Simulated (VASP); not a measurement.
A run of VASP 6.6.1:

The input INCAR:

```
SYSTEM = TaN
  ALGO = Normal
  EDIFF = 1E-7
  ENCUT = 520
  GGA = PS
  ISIF = 2
  ISMEAR = 0
  LASPH = .TRUE.
  LCHARG = .FALSE.
  LREAL = .FALSE.
  LWAVE = .FALSE.
  NBANDS = 24
  NELM = 80
  PREC = Accurate
  SIGMA = 0.15
```

Contents of KPOINTS:

```
k-points
0
G
  18 18 10
  0 0 0
```

The input POSCAR:

```
TaN
1.0
    3.0500010905      0.0000000000      0.0000000000
   -1.5250005453      2.6413784260      0.0000000000
    0.0000000000      0.0000000000      5.0141000000
Ta N
2 2
Direct
    0.3333333333      0.6666666667      0.0000000000
    0.6666666667      0.3333333333      0.5000000000
    0.3333333333      0.6666666667      0.3850000000
    0.6666666667      0.3333333333      0.8850000000
```

Potentials or basis: VASP PAW PBE potentials, release 64 (Ta_pv, N).

The run is started by

```bash
$ cat potpaw_PBE.64/Ta_pv/POTCAR potpaw_PBE.64/N/POTCAR > POTCAR
$ mpirun -np 1 vasp_std > vasp.out
```

Hardware: 1 thread of Intel Xeon 8259CL (shared host).

**Question.** Estimate the wall time of this run.

**Answer.** Run time: 4.4 min on 1 thread of Intel Xeon 8259CL, with other jobs on the host, peak memory 0.3 GiB. Counts: scf iterations 14, k points 222.
